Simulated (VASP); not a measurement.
# Ta2Si (I4/mcm) in VASP: notebook

Ta2Si is run at these levels: PBEsol; tasks: single point.

Program: VASP 6.6.1. These are calculated values, not measurements. Logs are shortened: lines on timing, memory, paths and dates and some standing lists are left out, and cuts for length are marked.

## Step 1: The cell of the first run

Symmetry: I4/mcm, No. 140, tetragonal system. The conventional cell has a = 5.646 Å, b = 5.646 Å, c = 4.637 Å, α = 90.00°, β = 90.00°, γ = 90.00°. Ta (site symmetry m2m) has 4 Si at 2.41 Å and 11 Ta at 2.60 to 2.99 Å within 3.2 Å. Si (site symmetry 422) has 2 Si at 2.32 Å and 8 Ta at 2.41 Å within 3.1 Å.

## Step 2: Single point, PBEsol (strain -0.080 along x and y, -0.080 along z)

INCAR

```
  PREC = Accurate
  ENCUT = 520
  EDIFF = 1E-7
  ISMEAR = 0
  SIGMA = 0.15
  LREAL = F
  LASPH = T
  NELM = 100
  ALGO = Fast
  ISIF = 2
  LWAVE = F
  LCHARG = F
  GGA = PS
  NBANDS = 35
```

KPOINTS

```
regular mesh
0
Gamma
  12 12 12
```

POSCAR

```
Ta2Si
1.0
   -2.8229065819      2.8229065819      2.3183074125
    2.8229065819     -2.8229065819      2.3183074125
    2.8229065819      2.8229065819     -2.3183074125
Ta Si
4 2
Direct
    0.6630661939      0.8369338061      0.5000000000
    0.8369338061      0.3369338061      0.1738676123
    0.3369338061      0.1630661939      0.5000000000
    0.1630661939      0.6630661939      0.8261323878
    0.2500000000      0.2500000000      0.0000000000
    0.7500000000      0.7500000000      0.0000000000
```

Potentials or basis: VASP PAW PBE potentials, release 64 (Ta_pv, Si).

Run with:

```
$ cat potpaw_PBE.64/Ta_pv/POTCAR potpaw_PBE.64/Si/POTCAR > POTCAR
$ mpirun -np 1 vasp_std > vasp.out
```

OUTCAR:

```text
PREC = Accurate
   ENCUT = 520
   EDIFF = 1E-7
   ISMEAR = 0
   LREAL = F
   LASPH = T
   NELM = 100
   ISIF = 2
   GGA = PS

 ion  position               nearest neighbor table
   1  0.663  0.837  0.500-   5 2.41   6 2.41   6 2.41   5 2.41   3 2.60   3 2.70   3 2.70   2 2.96
                             4 2.96   4 2.96   2 2.96   2 2.99   4 2.99   4 2.99   2 2.99
   2  0.837  0.337  0.174-   6 2.41   5 2.41   5 2.41   6 2.41   4 2.60   4 2.70   4 2.70   1 2.96
                             3 2.96   3 2.96   1 2.96   1 2.99   3 2.99   3 2.99   1 2.99
   3  0.337  0.163  0.500-   6 2.41   5 2.41   5 2.41   6 2.41   1 2.60   1 2.70   1 2.70   2 2.96
                             4 2.96   4 2.96   2 2.96   2 2.99   4 2.99   4 2.99   2 2.99
   4  0.163  0.663  0.826-   6 2.41   5 2.41   5 2.41   6 2.41   2 2.60   2 2.70   2 2.70   3 2.96
                             1 2.96   1 2.96   3 2.96   3 2.99   1 2.99   1 2.99   3 2.99
   5  0.250  0.250  0.000-   6 2.32   6 2.32   4 2.41   1 2.41   3 2.41   4 2.41   1 2.41   3 2.41
                             2 2.41   2 2.41
   6  0.750  0.750  0.000-   5 2.32   5 2.32   4 2.41   3 2.41   1 2.41   3 2.41   4 2.41   1 2.41
                             2 2.41   2 2.41

  LATTYP: Found a body centered tetragonal cell.
 ALAT       =     5.6458131638
 C/A-ratio  =     0.8212483641

  Lattice vectors:

 A1 = (  -2.8229065819,   2.8229065819,   2.3183074125)
 A2 = (   2.8229065819,  -2.8229065819,   2.3183074125)
 A3 = (   2.8229065819,   2.8229065819,  -2.3183074125)

Analysis of symmetry for initial positions (statically):
=====================================================================
 Subroutine PRICEL returns:
 Original cell was already a primitive cell.

 Routine SETGRP: Setting up the symmetry group for a
 body centered tetragonal supercell.

 Subroutine GETGRP returns: Found 16 space group operations
 (whereof  8 operations were pure point group operations)
 out of a pool of 16 trial point group operations.

The static configuration has the point symmetry C_4h.
 The point group associated with its full space group is D_4h.

Analysis of symmetry for dynamics (positions and initial velocities):
=====================================================================
 Subroutine PRICEL returns:
 Original cell was already a primitive cell.

 Routine SETGRP: Setting up the symmetry group for a
 body centered tetragonal supercell.

 Subroutine GETGRP returns: Found 16 space group operations
 (whereof  8 operations were pure point group operations)
 out of a pool of 16 trial point group operations.

The dynamic configuration has the point symmetry C_4h.
 The point group associated with its full space group is D_4h.

 Subroutine INISYM returns: Found 16 space group operations
 (whereof  8 operations are pure point group operations),
 and found     1 'primitive' translations

----------------------------------------------------------------------------------------

                                     Primitive cell

  volume of cell :      73.8965

  direct lattice vectors                    reciprocal lattice vectors
    -2.822906582  2.822906582  2.318307412     0.000000000  0.177122404  0.215674590
     2.822906582 -2.822906582  2.318307412     0.177122404  0.000000000  0.215674590
     2.822906582  2.822906582 -2.318307412     0.177122404  0.177122404  0.000000000

  length of vectors
     4.616508681  4.616508681  4.616508681     0.279083992  0.279083992  0.250488906

  position of ions in fractional coordinates (direct lattice)
     0.663066194  0.836933806  0.500000000
     0.836933806  0.336933806  0.173867612
     0.336933806  0.163066194  0.500000000
     0.163066194  0.663066194  0.826132388
     0.250000000  0.250000000  0.000000000
     0.750000000  0.750000000  0.000000000

  ion indices of the primitive-cell ions
   primitive index   ion index
                 1           1
                 2           2
                 3           3
                 4           4
                 5           5
                 6           6

----------------------------------------------------------------------------------------

 KPOINTS: regular mesh

Automatic generation of k-mesh.
 Grid dimensions read from file:
 generate k-points for:   12   12   12

 Generating k-lattice:

  Cartesian coordinates                     Fractional coordinates (reciprocal lattice)
     0.000000000  0.014760200  0.017972882     0.083333333  0.000000000 -0.000000000
     0.014760200  0.000000000  0.017972882     0.000000000  0.083333333 -0.000000000
     0.014760200  0.014760200  0.000000000     0.000000000  0.000000000  0.083333333

  Length of vectors
     0.023256999  0.023256999  0.020874075

  Shift w.r.t. Gamma in fractional coordinates (k-lattice)
     0.000000000  0.000000000  0.000000000

 Subroutine IBZKPT returns following result:
 ===========================================

 Found    163 irreducible k-points:

 Following reciprocal coordinates:
            Coordinates               Weight
  0.000000  0.000000  0.000000      1.000000
  0.083333 -0.000000  0.000000      8.000000
  0.166667  0.000000 -0.000000      8.000000
  0.250000  0.000000  0.000000      8.000000
  0.333333  0.000000 -0.000000      8.000000
  0.416667  0.000000 -0.000000      8.000000
[... 16 lines left out ...]
  0.500000  0.166667 -0.000000     16.000000
 -0.416667  0.166667  0.000000     16.000000
 [... further k-points ...]
   k-points           NKPTS =    163   k-points in BZ     NKDIM =    163   number of bands    NBANDS=     35
   number of dos      NEDOS =    301   number of ions     NIONS =      6
   total plane-waves  NPLWV =  46656
   dimension x,y,z NGX =    36 NGY =   36 NGZ =   36
   dimension x,y,z NGXF=    72 NGYF=   72 NGZF=   72
   ions per type =               4   2
   NGX,Y,Z   is equivalent  to a cutoff of  12.96, 12.96, 12.96 a.u.
   NGXF,Y,Z  is equivalent  to a cutoff of  25.93, 25.93, 25.93 a.u.
 SYSTEM =  unknown system
   PREC   = accura    normal or accurate (medium, high low for compatibility)
   ISTART =      0    job   : 0-new  1-cont  2-samecut
   ICHARG =      2    charge: 1-file 2-atom 10-const
   ISPIN  =      1    spin polarized calculation?
   LNONCOLLINEAR =      F non collinear calculations
   LSORBIT =      F    spin-orbit coupling
   LASPH  =      T    aspherical Exc in radial PAW
   ENCUT  =  520.0 eV  38.22 Ry    6.18 a.u.   8.58  8.58  8.58*2*pi/ulx,y,z
   NELM   =    100;   NELMIN=  2; NELMDL= -5     # of ELM steps
   EDIFF  = 0.1E-06   stopping-criterion for ELM
   LREAL  =      F    real-space projection
   EDIFFG = 0.1E-05   stopping-criterion for IOM
   NSW    =      0    number of steps for IOM
   IBRION =     -1    ionic relax: 0-MD 1-quasi-New 2-CG
   NFREE  =      0    steps in history (QN), initial steepest desc. (CG)
   ISIF   =      2    stress and relaxation
   ISYM   =      2    0-nonsym 1-usesym 2-fastsym
   POTIM  = 0.5000    time-step for ionic-motion
   TEBEG  =    0.0;   TEEND  =   0.0 temperature during run
   PSTRESS=    0.0 pullay stress
   NELECT =      52.0000    total number of electrons
   NUPDOWN=      -1.0000    fix difference up-down
   EMIN   =  10.00;   EMAX   =-10.00  energy-range for DOS
   EFERMI =   0.00;   METHOD = LEGACY
   ISMEAR =     0;   SIGMA  =   0.15  broadening in eV -4-tet -1-fermi 0-gaus
   EFERMI_NEDOS =   21; number of points for ismear=-14 and -15
   IALGO  =     68    algorithm
   IMIX   =      4    mixing-type and parameters
     AMIX     =   0.40;   BMIX     =  1.00
     AMIX_MAG =   1.60;   BMIX_MAG =  1.00
  volume/ion in A,a.u.               =      12.32        83.11
  Fermi-wavevector in a.u.,A,eV,Ry     =   1.456134  2.751694 28.848780  2.120326
  Thomas-Fermi vector in A             =   2.573087
   LORBIT       =      0    0 simple, 1 ext, 2 COOP (PROOUT), +10 PAW based schemes
   GGA     = PS    functional components
   LHFCALC =     F    Hartree Fock is set to
   AEXX    =    0.0000 exact exchange contribution
   IVDW    =     0    specifies the selected vdW correction
   LEPSILON=     F    determine dielectric tensor
   LRPA    =     F    only Hartree local field effects (RPA)
 non-spin polarized calculation
 RMM-DIIS sequential band-by-band and
 Gauss-broadening in eV      SIGMA  =   0.15
  energy-cutoff  :      520.00
  volume of cell :       73.90
 maximum number of plane-waves:      2013
 NGX is ok and might be reduce to    36
   NGX = 17   NGY = 17   NGZ = 17

 number of electron      52.0000002 magnetization

 Free energy of the ion-electron system (eV)
  ---------------------------------------------------
  ext. energy  EPLUGINS =         0.00000000
  ---------------------------------------------------
  free energy    TOTEN  =       -60.22007752 eV

  energy without entropy =      -60.19042925  energy(sigma->0) =      -60.20525339

 E-fermi :  10.1614     XC(G=0): -13.8792

 val. band max:       10.1568868896   @ k =  -0.3333   0.3333   0.0000
 cond. band min:      10.1676211836   @ k =  -0.4167   0.4167   0.0000
 fundamental gap:      0.0107342940
 Fermi energy:        10.1614007192

 k-point     1 :       0.0000    0.0000    0.0000
  band No.  band energies     occupation
      1     -24.1872      2.00000
      2     -24.0102      2.00000
      3     -24.0102      2.00000
      4     -23.9712      2.00000
      5     -23.9707      2.00000
      6     -23.9707      2.00000
[... 27 lines left out ...]
     34      16.0514      0.00000
     35      18.2153      0.00000

 k-point     2 :       0.0833   -0.0000    0.0000
  band No.  band energies     occupation
      1     -24.2133      2.00000
      2     -24.0979      2.00000
      3     -24.0686      2.00000
      4     -23.9458      2.00000
      5     -23.8953      2.00000
      6     -23.8829      2.00000
[... 27 lines left out ...]
     34      15.8355      0.00000
     35      17.8739      0.00000
[... 796 lines left out ...]
     34      15.1555      0.00000
     35      15.6037      0.00000

 k-point    24 :      -0.4167    0.1667    0.0000
  band No.  band energies     occupation
      1     -24.3458      2.00000
      2     -24.2366      2.00000
      3     -24.1391      2.00000
      4     -23.8513      2.00000
      5     -23.7370      2.00000
      6     -23.6545      2.00000
[... 27 lines left out ...]
     34      15.2653      0.00000
     35      15.8669      0.00000

 [... further k-points ...]

------------------------ aborting loop because EDIFF is reached ----------------------------------------

  FORCE on cell =-STRESS in cart. coord.  units (eV):
  Direction    XX          YY          ZZ          XY          YZ          ZX
  --------------------------------------------------------------------------------------
  -------------------------------------------------------------------------------------
  Total       44.1442457     44.1442457     43.5989548      0.0000000      0.0000000      0.0000000
  in kB      957.1073590    957.1073590    945.2847077      0.0000000      0.0000000      0.0000000
  external PRESSURE =     953.1664752 kB  Pullay stress =       0.0000000 kB

 VOLUME and BASIS-vectors are now :
 -----------------------------------------------------------------------------
  energy-cutoff  :      520.00
  volume of cell :       73.90
      direct lattice vectors                 reciprocal lattice vectors
    -2.822906582  2.822906582  2.318307412     0.000000000  0.177122404  0.215674590
     2.822906582 -2.822906582  2.318307412     0.177122404  0.000000000  0.215674590
     2.822906582  2.822906582 -2.318307412     0.177122404  0.177122404  0.000000000

 POSITION                                       TOTAL-FORCE (eV/Angst)
 -----------------------------------------------------------------------------------
      1.90227      0.92064      2.31831         0.694534     -0.694534     -0.000000
     -0.92064      1.90227      2.31831         0.694534      0.694534     -0.000000
      0.92064      1.90227      0.00000        -0.694534      0.694534      0.000000
      3.74355      0.92064      0.00000        -0.694534     -0.694534      0.000000
      0.00000      0.00000      1.15915        -0.000000     -0.000000     -0.000000
      0.00000      0.00000      3.47746        -0.000000     -0.000000     -0.000000
 -----------------------------------------------------------------------------------
    total drift:                               -0.000000     -0.000000      0.000000

  FREE ENERGIE OF THE ION-ELECTRON SYSTEM (eV)
  ---------------------------------------------------
  free  energy   TOTEN  =       -60.2200775236 eV

  energy  without entropy=      -60.1904292488  energy(sigma->0) =      -60.20525339
```

Run time: 10 min. Hardware: 1 thread of Intel Xeon Platinum 8488C (Sapphire Rapids), shared host; peak memory 0.44 GiB.

What came out:

```
Free energy            : -60.2201 eV
Pressure               : 95.3 GPa
Largest force          : 0.982 eV/Å
Band gap on the k mesh : zero (bands 26 and 27 overlap by 1.08 eV)
```

Forces in eV/Å, atoms in the order of the input:
```
Ta   0.695 -0.695  0.000
Ta   0.695  0.695  0.000
Ta  -0.695  0.695  0.000
Ta  -0.695 -0.695  0.000
Si   0.000  0.000  0.000
Si   0.000  0.000  0.000
```

Caveat: the cell differs from its parent crystal (strain -0.080 along x and y, -0.080 along z); the cell stands under pressure; the PAW data sets were made with another functional, which shifts forces and pressure a little; spin-orbit coupling is left out, which moves the levels of the heavy elements.

## Step 3: Single point, PBEsol (strain -0.080 along x and y, -0.040 along z)

INCAR

```
SYSTEM = Ta2Si
PREC = Accurate ; ENCUT = 520
EDIFF = 1E-7 ; ISMEAR = 0
SIGMA = 0.15 ; LREAL = .FALSE.
LASPH = .TRUE. ; NELM = 60
ALGO = Fast ; ISIF = 2
LWAVE = .FALSE. ; LCHARG = .TRUE.
GGA = PS ; LELF = .TRUE.
LVHAR = .TRUE. ; NBANDS = 35
```

KPOINTS

```
regular mesh
0
G
  12 12 12
  0 0 0
```

POSCAR: that of step 2 with these lines changed.

```diff
@@ -2,5 +2,5 @@
 1.0
-   -2.8229065819      2.8229065819      2.3183074125
-    2.8229065819     -2.8229065819      2.3183074125
-    2.8229065819      2.8229065819     -2.3183074125
+   -2.8229065819      2.8229065819      2.4191033869
+    2.8229065819     -2.8229065819      2.4191033869
+    2.8229065819      2.8229065819     -2.4191033869
 Ta Si
```

Potentials or basis: VASP PAW PBE potentials, release 64 (Ta_pv, Si).

Run with:

```
$ cat potpaw_PBE.64/Ta_pv/POTCAR potpaw_PBE.64/Si/POTCAR > POTCAR
$ mpirun -np 1 vasp_std > vasp.out
```

Run time: 9.9 min. Hardware: 1 thread of Intel Xeon Platinum 8488C (Sapphire Rapids), shared host; peak memory 0.45 GiB.

The run converged. Its results:

| Property | Result |
| --- | --- |
| Free energy | -61.7926 eV |
| Pressure | 73.2 GPa |
| Largest force | 0.557 eV/Å |
| Band gap on the k mesh | zero (bands 26 and 27 overlap by 0.75 eV) |

Forces in eV/Å, atoms in the order of the input:
```
Ta   0.394 -0.394  0.000
Ta   0.394  0.394  0.000
Ta  -0.394  0.394  0.000
Ta  -0.394 -0.394  0.000
Si   0.000  0.000  0.000
Si   0.000  0.000  0.000
```

Stress tensor (GPa, compression positive):
```
78.04  0.00  0.00
 0.00 78.04  0.00
 0.00  0.00 63.46
```

Levels at points of the mesh, in eV from the Fermi level:
| k point | band 22 | band 23 | band 24 | band 25 | band 26 | band 27 | band 28 | band 29 | band 30 | band 31 |
| --- | --- | --- | --- | --- | --- | --- | --- | --- | --- | --- |
| (0.00, 0.00, 0.00) | -2.77 | -2.77 | -2.10 | -0.33 | 0.10 | 1.13 | 1.91 | 1.91 | 2.11 | 2.20 |
| (0.50, 0.00, 0.00) | -2.62 | -2.46 | -2.46 | -0.76 | -0.76 | 0.69 | 0.69 | 2.41 | 2.41 | 3.60 |
| (0.50, 0.50, 0.00) | -2.79 | -2.17 | -1.15 | -0.66 | -0.15 | 0.25 | 0.78 | 1.65 | 1.90 | 3.81 |
| (0.50, 0.50, 0.50) | -1.71 | -1.48 | -1.15 | -1.15 | -0.94 | -0.41 | 0.20 | 0.82 | 0.82 | 2.77 |

Caveat: the cell differs from its parent crystal (strain -0.080 along x and y, -0.040 along z); the stress differs along the axes, from 63 to 78 GPa; the PAW data sets were made with another functional, which shifts forces and pressure a little; spin-orbit coupling is left out, which moves the levels of the heavy elements.

## Step 4: Single point, PBEsol (strain -0.080 along x and y, +0.000 along z)

INCAR

```
PREC = Accurate ; ENCUT = 520
EDIFF = 1E-6 ; ISMEAR = 0
SIGMA = 0.15 ; LREAL = F
LASPH = T ; NELM = 60
ALGO = Fast ; ISIF = 2
LWAVE = F ; LCHARG = T
GGA = PS ; LELF = T
LVHAR = T ; NBANDS = 35
```

KPOINTS

```
Automatic mesh
0
Gamma
  12 12 12
```

POSCAR: that of step 3 with these lines changed.

```diff
@@ -2,5 +2,5 @@
 1.0
-   -2.8229065819      2.8229065819      2.4191033869
-    2.8229065819     -2.8229065819      2.4191033869
-    2.8229065819      2.8229065819     -2.4191033869
+   -2.8229065819      2.8229065819      2.5198993614
+    2.8229065819     -2.8229065819      2.5198993614
+    2.8229065819      2.8229065819     -2.5198993614
 Ta Si
```

Run with:

```
$ cat potpaw_PBE.64/Ta_pv/POTCAR potpaw_PBE.64/Si/POTCAR > POTCAR
$ mpirun -np 1 vasp_std > vasp.out
```

Run time: 9 min. Hardware: 1 thread of Intel Xeon Platinum 8488C (Sapphire Rapids), shared host; peak memory 0.46 GiB.

Results (log left out):

- Free energy: -62.8064 eV
- Pressure: 55.3 GPa
- Largest force: 0.264 eV/Å
- Band gap on the k mesh: zero (bands 26 and 27 overlap by 0.76 eV)

Forces on the atoms (eV/Å):
```
Ta   0.187 -0.187  0.000
Ta   0.187  0.187  0.000
Ta  -0.187  0.187  0.000
Ta  -0.187 -0.187  0.000
Si   0.000  0.000  0.000
Si   0.000  0.000  0.000
```

Stress tensor (GPa, compression positive):
```
63.74  0.00  0.00
 0.00 63.74  0.00
 0.00  0.00 38.48
```

Levels at points of the mesh, in eV from the Fermi level:
| k point | band 24 | band 25 | band 26 | band 27 | band 28 | band 29 |
| --- | --- | --- | --- | --- | --- | --- |
| (0.00, 0.00, 0.00) | -1.93 | -0.72 | 0.26 | 1.00 | 2.16 | 2.16 |
| (0.50, 0.00, 0.00) | -2.18 | -0.74 | -0.74 | 0.69 | 0.69 | 2.34 |
| (0.50, 0.50, 0.00) | -0.88 | -0.76 | -0.31 | 0.51 | 0.92 | 1.58 |
| (0.50, 0.50, 0.50) | -0.92 | -0.92 | -0.77 | -0.15 | 0.44 | 0.83 |

Caveat: the cell differs from its parent crystal (strain -0.080 along x and y, +0.000 along z); the stress differs along the axes, from 38 to 64 GPa; the PAW data sets were made with another functional, which shifts forces and pressure a little; spin-orbit coupling is left out, which moves the levels of the heavy elements.

## Step 5: Overview

```csv
cell,further INCAR settings,gap on the mesh (eV),pressure (GPa),largest force (eV/Å)
"a = 4.617 Å, angles 104.6, 104.6, 119.7°, 6 atoms",ALGO = Fast; EDIFF = 1e-07; NBANDS = 35,none,95.3,0.98
"a = 4.668 Å, angles 105.6, 105.6, 117.6°, 6 atoms",ALGO = Fast; EDIFF = 1e-07; NBANDS = 35,none,73.2,0.56
"a = 4.721 Å, angles 106.6, 106.6, 115.5°, 6 atoms",ALGO = Fast; EDIFF = 1e-06; NBANDS = 35,none,55.3,0.26
```

Alike in all rows: task single point; level PBEsol; potentials or basis VASP PAW PBE potentials, release 64 (Ta_pv, Si); no spin polarisation; k mesh 12 × 12 × 12; cutoff (eV) 520; smearing gaussian 0.15 eV.

Caveats: the PAW data sets were made with another functional, which shifts forces and pressure a little; spin-orbit coupling is left out, which moves the levels of the heavy elements; the cell stands under pressure (at least some runs); the stress differs along the axes, from 63 to 78 GPa (at least some runs); the stress differs along the axes, from 38 to 64 GPa (at least some runs).

Total energies depend on the potentials used, so only differences within one code and one set of settings carry meaning.
